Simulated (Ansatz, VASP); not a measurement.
**GaN: VASP beside Ansatz**

```xyz
4
Lattice="0.0000 2.8786 2.8786 2.8786 0.0000 2.8786 2.8786 2.8786 0.0000" Properties=species:S:1:pos:R:3 pbc="T T T"
Ga    2.8786    2.8786    2.8786
Ga    4.3179    4.3179    4.3179
N     1.4393    1.4393    1.4393
N     0.0000    0.0000    0.0000
```

Alike in both runs: task relaxation of cell and atoms; functional PBE; k mesh 14 × 14 × 14; occupations gaussian, width 0.1 eV; no spin polarisation.

|  | VASP | Ansatz |
| --- | --- | --- |
| version | VASP 6.6.1 | Ansatz 0.2.0 |
| potentials or method | VASP PAW PBE potentials, release 64 (Ga_d, N), cutoff 600 eV | scalar-relativistic, plane waves, PAW |
| valence electrons in the cell | 36 | 36 |

```csv
,VASP,Ansatz,Ansatz less VASP
"gap on the k mesh at the Fermi level, each at its own relaxed structure (eV)",none,none,-
relaxed volume (Å³/atom),11.88,11.87,-0.007
relaxed cell length with the largest relative difference (Å),4.066,4.065,-0.0008
```

A gap of «none» marks a metal or a gap that the smearing closes.
